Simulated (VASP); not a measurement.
Wanted: the native input for a VASP 6.6.1 run.

| Property | Result |
| --- | --- |
| Task | relaxation of cell and atoms |
| Functional | PBE |
| Potentials or basis | VASP PAW PBE potentials, release 64 (Sr_sv) |
| Cutoff | 600 eV |
| k mesh | 12 × 12 × 7 |
| Occupations | fermi-dirac, width 0.05 eV |
| Spin | no spin polarisation |
| Target pressure | 8.2 GPa |
| Dipole correction | no |
| Further INCAR settings | ALGO = Normal; EDIFF = 1e-07; IBRION = 2; EDIFFG = -0.005; NSW = 32; ISIF = 3 |

The structure of Sr lies in POSCAR:

```
Sr
1.0
    3.7230398395      0.0000000000      0.0000000000
   -1.8615199198      3.2242470803      0.0000000000
    0.0000000000      0.0000000000      6.1870475603
Sr
2
Direct
    0.3333333333      0.6666666667      0.2500000000
    0.6666666667      0.3333333333      0.7500000000
```

This isn't the form of Sr at room conditions, which is fcc.

The input as run:

INCAR

```
SYSTEM = Sr
PREC = Accurate ; ENCUT = 600
EDIFF = 1E-7 ; ISMEAR = -1
SIGMA = 0.05 ; LREAL = .False.
LASPH = .True. ; NELM = 60
ALGO = Normal ; ISIF = 3
LWAVE = .False. ; LCHARG = .False.
GGA = PE ; IBRION = 2
NSW = 32 ; EDIFFG = -0.005
PSTRESS = 82.0
```

KPOINTS

```
regular mesh
0
Gamma
  12 12 7
  0 0 0
```

Potentials or basis: VASP PAW PBE potentials, release 64 (Sr_sv).

Launch:

```bash
$ cat potpaw_PBE.64/Sr_sv/POTCAR > POTCAR
$ mpirun -np 1 vasp_std > vasp.out
```

It gave:

```yaml
Relaxed_volume: 37.20 Å³/atom
Relaxed_cell: a = 3.725 Å, b = 3.725 Å, c = 6.191 Å, α = 90.00°, β = 90.00°, γ = 120.00°
Space_group_after_relaxing_to_0.1_Å: P6_3/mmc (No. 194)
Energy_change_on_relaxing_the_run_minimises_the_enthalpy: -3.5 meV/atom
Ionic_steps: 2
Pressure_after_relaxing: 8.2 GPa
Band_gap_on_the_k_mesh: zero (bands 10 and 11 overlap by 0.52 eV)
```

Caveat: the cell is relaxed towards a set pressure, so the run minimises the enthalpy, not the energy.

It took 2.2 min on 1 thread of Intel(R) Xeon(R) Platinum 8259CL CPU @ 2.50GHz (Skylake/Cascade Lake), on a shared host, peak memory 0.27 GiB.
